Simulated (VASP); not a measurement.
# WC (P1) in VASP: single point with r2SCAN

Aim: the single point of WC with r2SCAN.

Program: VASP 6.6.1. These are calculated values, not measurements. Logs are shortened: lines on timing, memory, paths and dates and some standing lists are left out, and cuts for length are marked.

### 1 The cell of the first run

The typed cell holds 16 atoms: a = 5.949 Å, b = 5.152 Å, c = 5.843 Å, α = 90.00°, β = 90.00°, γ = 90.00°.

### 2 Single point, r2SCAN

File POSCAR:

```
WC
1.0
   -2.9743380000     -5.1517050000      0.0000000000
    4.4615070000     -2.5758520000      0.0000000000
    0.0000000000      0.0000000000      5.8427970000
W C
8 8
Direct
    0.7616834756      0.4390902234      0.0321079100
    0.7706462279      0.4777673464      0.5379786428
    0.4954181351     -0.0497497852      0.0184500677
    0.4932212455     -0.0542850896      0.5268196037
    0.2615432629      0.4600055689      0.0212911727
    0.2610802534      0.4594951703      0.5195114600
    0.0028682873     -0.0435881293      0.0048949159
    0.0017382566     -0.0198206206      0.5341106323
    0.4796194948      0.6061069699      0.2794723144
    0.4891352477      0.6257422782      0.7829640496
    0.2404221960      0.0758256960      0.2845383812
    0.2605260464      0.1317027004      0.7927881116
   -0.0125970446      0.6442514002      0.2706580427
    0.0206696900      0.6364169426      0.7738074761
    0.7610441937      0.0949685084      0.2398166495
    0.7808555210      0.1434332051      0.7857709244
```

File INCAR.step1:

```
PREC     = Accurate       # precision mode
ENCUT    = 520            # plane-wave cutoff, eV
ISMEAR   = -1             # smearing method
SIGMA    = 0.24           # smearing width, eV
LREAL    = Auto         
LASPH    = True           # aspherical terms in the spheres
NELM     = 60             # most SCF steps
NBANDS   = 86             # bands
GGA      = PE             # functional
ALGO     = Normal         # electronic algorithm
EDIFF    = 1E-4           # SCF threshold, eV
LWAVE    = True           # write WAVECAR
LCHARG   = False          # write CHGCAR
```

File INCAR.step2:

```
PREC     = Accurate       # precision mode
ENCUT    = 520            # plane-wave cutoff, eV
EDIFF    = 1E-6           # SCF threshold, eV
ISMEAR   = -1             # smearing method
SIGMA    = 0.24           # smearing width, eV
LREAL    = Auto         
LASPH    = True           # aspherical terms in the spheres
NELM     = 60             # most SCF steps
ALGO     = Normal         # electronic algorithm
ISIF     = 2              # what is computed and relaxed
LWAVE    = False          # write WAVECAR
LCHARG   = False          # write CHGCAR
METAGGA  = R2SCAN         # meta-GGA
LMIXTAU  = True         
NBANDS   = 86             # bands
ISTART   = 1
```

File KPOINTS:

```
Automatic mesh
0
Gamma
  3 3 3
```

Potentials or basis: VASP PAW PBE potentials, release 64 (W_sv, C).

Launch:

```bash
> cat potpaw_PBE.64/W_sv/POTCAR potpaw_PBE.64/C/POTCAR > POTCAR
> cp INCAR.step1 INCAR
> mpirun -np 1 vasp_std > vasp.out
> cp INCAR.step2 INCAR
> mpirun -np 1 vasp_std > vasp.out
```

OUTCAR:

```text
PREC = Accurate
   ENCUT = 520
   EDIFF = 1E-6
   ISMEAR = -1
   LREAL = Auto
   LASPH = True
   NELM = 60
   ISIF = 2
   METAGGA = R2SCAN
   ISTART = 1

 ion  position               nearest neighbor table
   1  0.762  0.439  0.032-  16 2.10  15 2.15  13 2.21   9 2.38  10 2.38  14 2.38   7 2.88   2 2.89
                             2 2.96   3 2.98   5 2.98   5 2.98   7 3.03   3 3.07
   2  0.771  0.478  0.538-  14 2.19  13 2.20  16 2.25  10 2.33   9 2.39  15 2.63   1 2.89   8 2.91
                             6 2.92   4 2.92   8 2.93   1 2.96   6 3.03   4 3.20
   3  0.495  0.950  0.018-  12 2.14  10 2.17  15 2.17  11 2.27   9 2.34  16 2.39   4 2.87   5 2.88
                             7 2.93   4 2.97   5 2.97   1 2.98   7 3.02   1 3.07
   4  0.493  0.946  0.527-  11 2.17  10 2.23   9 2.27  12 2.29  15 2.44  16 2.50   6 2.86   3 2.87
                             2 2.92   8 2.93   3 2.97   6 2.99   8 3.03   2 3.20
   5  0.262  0.460  0.021-  10 2.12   9 2.13  12 2.15  14 2.23  13 2.38  11 2.51   3 2.88   6 2.91
                             6 2.93   3 2.97   1 2.98   1 2.98   7 2.99   7 3.02
   6  0.261  0.459  0.520-   9 2.06  10 2.22  14 2.25  12 2.32  13 2.38  11 2.41   4 2.86   5 2.91
                             8 2.91   2 2.92   5 2.93   4 2.99   2 3.03   8 3.10
   7  0.003  0.956  0.005-  16 2.08  15 2.11  14 2.13  12 2.17  13 2.24  11 2.25   8 2.75   1 2.88
                             3 2.93   5 2.99   5 3.02   3 3.02   1 3.03   8 3.09
   8  0.002  0.980  0.534-  11 2.09  16 2.14  14 2.26  12 2.29  15 2.31  13 2.32   7 2.75   2 2.91
                             6 2.91   4 2.93   2 2.93   4 3.03   7 3.09   6 3.10
   9  0.480  0.606  0.279-   6 2.06   5 2.13   4 2.27   3 2.34   1 2.38   2 2.39
  10  0.489  0.626  0.783-   5 2.12   3 2.17   6 2.22   4 2.23   2 2.33   1 2.38
  11  0.240  0.076  0.285-   8 2.09   4 2.17   7 2.25   3 2.27   6 2.41   5 2.51
  12  0.261  0.132  0.793-   3 2.14   5 2.15   7 2.17   4 2.29   8 2.29   6 2.32
  13  0.987  0.644  0.271-   2 2.20   1 2.21   7 2.24   8 2.32   6 2.38   5 2.38
  14  0.021  0.636  0.774-   7 2.13   2 2.19   5 2.23   6 2.25   8 2.26   1 2.38
  15  0.761  0.095  0.240-   7 2.11   1 2.15   3 2.17   8 2.31   4 2.44   2 2.63
  16  0.781  0.143  0.786-   7 2.08   1 2.10   8 2.14   2 2.25   3 2.39   4 2.50

  LATTYP: Found a simple orthorhombic cell.
 ALAT       =     5.1517044012
 B/A-ratio  =     1.1341483410
 C/A-ratio  =     1.1547006465

  Lattice vectors:

 A1 = (   4.4615070000,  -2.5758520000,   0.0000000000)
 A2 = (   0.0000000000,   0.0000000000,   5.8427970000)
 A3 = (  -2.9743380000,  -5.1517050000,   0.0000000000)

Analysis of symmetry for initial positions (statically):
=====================================================================
 Subroutine PRICEL returns:
 Original cell was already a primitive cell.

 Routine SETGRP: Setting up the symmetry group for a
 simple orthorhombic supercell.

 Subroutine GETGRP returns: Found  1 space group operations
 (whereof  1 operations were pure point group operations)
 out of a pool of  8 trial point group operations.

The static configuration has the point symmetry C_1 .

Analysis of symmetry for dynamics (positions and initial velocities):
=====================================================================
 Subroutine PRICEL returns:
 Original cell was already a primitive cell.

 Routine SETGRP: Setting up the symmetry group for a
 simple orthorhombic supercell.

 Subroutine GETGRP returns: Found  1 space group operations
 (whereof  1 operations were pure point group operations)
 out of a pool of  8 trial point group operations.

The dynamic configuration has the point symmetry C_1 .

 Subroutine INISYM returns: Found  1 space group operations
 (whereof  1 operations are pure point group operations),
 and found     1 'primitive' translations

----------------------------------------------------------------------------------------

                                     Primitive cell

  volume of cell :     179.0573

  direct lattice vectors                    reciprocal lattice vectors
    -2.974338000 -5.151705000  0.000000000    -0.084052305 -0.145582877  0.000000000
     4.461507000 -2.575852000  0.000000000     0.168104642 -0.097055251  0.000000000
     0.000000000  0.000000000  5.842797000     0.000000000  0.000000000  0.171150906

  length of vectors
     5.948676403  5.151704401  5.842797000     0.168104622  0.194110516  0.171150906

  position of ions in fractional coordinates (direct lattice)
     0.761683476  0.439090223  0.032107910
     0.770646228  0.477767346  0.537978643
[... 46 lines left out ...]
     0.056034881 -0.032351750  0.000000000     0.000000000  0.333333333  0.000000000
     0.000000000  0.000000000  0.057050302     0.000000000  0.000000000  0.333333333

  Length of vectors
     0.056034874  0.064703505  0.057050302

  Shift w.r.t. Gamma in fractional coordinates (k-lattice)
     0.000000000  0.000000000  0.000000000

 Subroutine IBZKPT returns following result:
 ===========================================

 Found     14 irreducible k-points:

 Following reciprocal coordinates:
            Coordinates               Weight
  0.000000  0.000000  0.000000      1.000000
  0.333333 -0.000000  0.000000      2.000000
 -0.000000  0.333333  0.000000      2.000000
  0.333333  0.333333  0.000000      2.000000
 -0.333333  0.333333  0.000000      2.000000
  0.000000  0.000000  0.333333      2.000000
  0.333333 -0.000000  0.333333      2.000000
 -0.333333  0.000000  0.333333      2.000000
 -0.000000  0.333333  0.333333      2.000000
 -0.000000  0.333333 -0.333333      2.000000
  0.333333  0.333333  0.333333      2.000000
 -0.333333  0.333333 -0.333333      2.000000
 -0.333333 -0.333333  0.333333      2.000000
  0.333333 -0.333333 -0.333333      2.000000
   k-points           NKPTS =     14   k-points in BZ     NKDIM =     14   number of bands    NBANDS=     86
   number of dos      NEDOS =    301   number of ions     NIONS =     16
   total plane-waves  NPLWV =  92160
   dimension x,y,z NGX =    48 NGY =   40 NGZ =   48
   dimension x,y,z NGXF=    96 NGYF=   80 NGZF=   96
   ions per type =               8   8
   NGX,Y,Z   is equivalent  to a cutoff of  13.41, 12.91, 13.66 a.u.
   NGXF,Y,Z  is equivalent  to a cutoff of  26.83, 25.82, 27.32 a.u.
 SYSTEM =  unknown system
   PREC   = accura    normal or accurate (medium, high low for compatibility)
   ISTART =      1    job   : 0-new  1-cont  2-samecut
   ICHARG =      0    charge: 1-file 2-atom 10-const
   ISPIN  =      1    spin polarized calculation?
   LNONCOLLINEAR =      F non collinear calculations
   LSORBIT =      F    spin-orbit coupling
   LASPH  =      T    aspherical Exc in radial PAW
   ENCUT  =  520.0 eV  38.22 Ry    6.18 a.u.  11.06  9.58 10.86*2*pi/ulx,y,z
   NELM   =     60;   NELMIN=  2; NELMDL=  0     # of ELM steps
   EDIFF  = 0.1E-05   stopping-criterion for ELM
   LREAL  =      T    real-space projection
   EDIFFG = 0.1E-04   stopping-criterion for IOM
   NSW    =      0    number of steps for IOM
   IBRION =     -1    ionic relax: 0-MD 1-quasi-New 2-CG
   NFREE  =      0    steps in history (QN), initial steepest desc. (CG)
   ISIF   =      2    stress and relaxation
   ISYM   =      2    0-nonsym 1-usesym 2-fastsym
   POTIM  = 0.5000    time-step for ionic-motion
   TEBEG  =    0.0;   TEEND  =   0.0 temperature during run
   PSTRESS=    0.0 pullay stress
   NELECT =     144.0000    total number of electrons
   NUPDOWN=      -1.0000    fix difference up-down
   EMIN   =  10.00;   EMAX   =-10.00  energy-range for DOS
   EFERMI =   0.00;   METHOD = LEGACY
   ISMEAR =    -1;   SIGMA  =   0.24  broadening in eV -4-tet -1-fermi 0-gaus
   EFERMI_NEDOS =   21; number of points for ismear=-14 and -15
   IALGO  =     38    algorithm
   IMIX   =      4    mixing-type and parameters
     AMIX     =   0.40;   BMIX     =  1.00
     AMIX_MAG =   1.60;   BMIX_MAG =  1.00
  volume/ion in A,a.u.               =      11.19        75.52
  Fermi-wavevector in a.u.,A,eV,Ry     =   1.522410  2.876938 31.534662  2.317732
  Thomas-Fermi vector in A             =   2.630993
   LORBIT       =      0    0 simple, 1 ext, 2 COOP (PROOUT), +10 PAW based schemes
   METAGGA = R2SCAN    functional components
   LHFCALC =     F    Hartree Fock is set to
   AEXX    =    0.0000 exact exchange contribution
   IVDW    =     0    specifies the selected vdW correction
   LEPSILON=     F    determine dielectric tensor
   LRPA    =     F    only Hartree local field effects (RPA)
 non-spin polarized calculation
  energy-cutoff  :      520.00
  volume of cell :      179.06
 maximum number of plane-waves:      4844
 NGX is ok and might be reduce to    48
   NGX = 23   NGY = 19   NGZ = 21

 number of electron     144.0000006 magnetization

 Free energy of the ion-electron system (eV)
  ---------------------------------------------------
  ext. energy  EPLUGINS =         0.00000000
  ---------------------------------------------------
  free energy    TOTEN  =      -489.47636823 eV

  energy without entropy =     -488.89001171  energy(sigma->0) =     -489.18318997

 E-fermi :  10.1888     XC(G=0): -14.4675

 val. band max:       10.1782550535   @ k =  -0.3333   0.0000   0.3333
 cond. band min:      10.1902743780   @ k =   0.3333  -0.0000   0.3333
 fundamental gap:      0.0120193245
 Fermi energy:        10.1888011445

 k-point     1 :       0.0000    0.0000    0.0000
  band No.  band energies     occupation
      1     -66.2239      2.00000
      2     -66.1970      2.00000
      3     -66.1550      2.00000
      4     -66.0700      2.00000
      5     -66.0360      2.00000
      6     -66.0169      2.00000
[... 1207 lines left out ...]
     83      13.6833      0.00000
     84      13.8929      0.00000
 [bands above 84 left out]

------------------------ aborting loop because EDIFF is reached ----------------------------------------

  FORCE on cell =-STRESS in cart. coord.  units (eV):
  Direction    XX          YY          ZZ          XY          YZ          ZX
  --------------------------------------------------------------------------------------
  -------------------------------------------------------------------------------------
  Total      -15.2337620    -14.4925038    -23.9246975     -0.8783777      0.5344713      0.7567225
  in kB     -136.3093571   -129.6766929   -214.0745106     -7.8595887      4.7823665      6.7710367
  external PRESSURE =    -160.0201869 kB  Pullay stress =       0.0000000 kB

 VOLUME and BASIS-vectors are now :
 -----------------------------------------------------------------------------
  energy-cutoff  :      520.00
  volume of cell :      179.06
      direct lattice vectors                 reciprocal lattice vectors
    -2.974338000 -5.151705000  0.000000000    -0.084052305 -0.145582877  0.000000000
     4.461507000 -2.575852000  0.000000000     0.168104642 -0.097055251  0.000000000
     0.000000000  0.000000000  5.842797000     0.000000000  0.000000000  0.171150906

 POSITION                                       TOTAL-FORCE (eV/Angst)
 -----------------------------------------------------------------------------------
     -0.30650     -5.05500      0.18760         2.564022     -0.346735     -0.125696
     -0.16060     -5.20080      3.14330        -0.295980      2.018352     -1.461601
      2.76601     -4.99995      0.10780        -0.350308     -0.734348      1.476879
      2.75231     -4.97695      3.07810         0.195156     -1.331522     -0.548980
      1.27440     -2.53230      0.12440         0.220505      1.452811      0.831801
      1.27350     -2.52860      3.03540        -0.040349      1.452432      1.127998
[... 8 lines left out ...]
     -1.83990     -4.16530      1.40120         1.757106      0.333775      2.299077
     -1.68260     -4.39220      4.59110         0.780075      2.007852     -1.551034
 -----------------------------------------------------------------------------------
    total drift:                                0.010759     -0.004848      0.011515

  FREE ENERGIE OF THE ION-ELECTRON SYSTEM (eV)
  ---------------------------------------------------
  free  energy   TOTEN  =      -489.4763682281 eV

  energy  without entropy=     -488.8900117082  energy(sigma->0) =     -489.18318997
```

Run time: 33 min. Hardware: 1 thread of Intel Xeon 8259CL, shared host; peak memory 0.35 GiB.

What came out:

| Property | Result |
| --- | --- |
| Free energy | -489.4764 eV |
| Pressure | -16.0 GPa |
| Largest force | 4.062 eV/Å |

Forces in eV/Å, atoms in the order of the input:
```
W    2.564 -0.347 -0.126
W   -0.296  2.018 -1.462
W   -0.350 -0.734  1.477
W    0.195 -1.332 -0.549
W    0.221  1.453  0.832
W   -0.040  1.452  1.128
W   -1.107 -0.455  3.881
W   -1.899  1.497 -2.173
C   -0.400 -2.706 -0.295
C   -0.848 -1.524 -0.863
C    1.612 -2.554 -0.734
C   -0.094 -0.011 -1.987
C   -2.037 -0.054  0.452
C   -0.058  0.954 -0.329
C    1.757  0.334  2.299
C    0.780  2.008 -1.551
```

Levels at points of the mesh, in eV from the Fermi level:
```tsv
k point	band 68	band 69	band 70	band 71	band 72	band 73	band 74	band 75	band 76	band 77
(0.00, 0.00, 0.00)	-1.09	-0.89	-0.51	-0.15	-0.08	0.16	0.92	1.16	1.82	2.13
```

Caveat: the k points lie up to 0.41 Å⁻¹ apart; the atoms stand as in a frame of molecular dynamics; the PAW data sets were made with another functional, which shifts forces and pressure a little; spin-orbit coupling is left out, which moves the levels of the heavy elements.
